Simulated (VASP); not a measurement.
A run of VASP 6.6.1 is set up as follows.

INCAR

```
SYSTEM = MoS2
  PREC = Accurate
  ENCUT = 520
  EDIFF = 1E-7
  ISMEAR = 0
  SIGMA = 0.02
  LREAL = .FALSE.
  LASPH = .TRUE.
  ALGO = Normal
  NELM = 100
  ISIF = 2
  LWAVE = .FALSE.
  LCHARG = .FALSE.
  IVDW = 1
```

KPOINTS

```
k-points
0
Gamma
  7 7 7
```

Contents of POSCAR:

```
MoS2
1.0
    1.5800000000      0.9122134253      6.1500000000
   -1.5800000000      0.9122134253      6.1500000000
    0.0000000000     -1.8244268506      6.1500000000
Mo S
1 2
Direct
    0.0000000000      0.0000000000      0.0000000000
    0.4170000000      0.4170000000      0.4170000000
    0.2500000000      0.2500000000      0.2500000000
```

Potentials or basis: VASP PAW PBE potentials, release 64 (Mo_sv, S).

The run is started by

```sh
$ cat potpaw_PBE.64/Mo_sv/POTCAR potpaw_PBE.64/S/POTCAR > POTCAR
$ mpirun -np 1 vasp_std > vasp.out
```

Task: Estimate the largest force.

Result: 0.513 eV/Å.

Task: What does it give for the dispersion energy per atom?

Result: -0.263 eV.

Forces in eV/Å, atoms in the order of the input:
```
Mo   0.000  0.000  0.087
S    0.000  0.000  0.426
S    0.000  0.000 -0.513
```
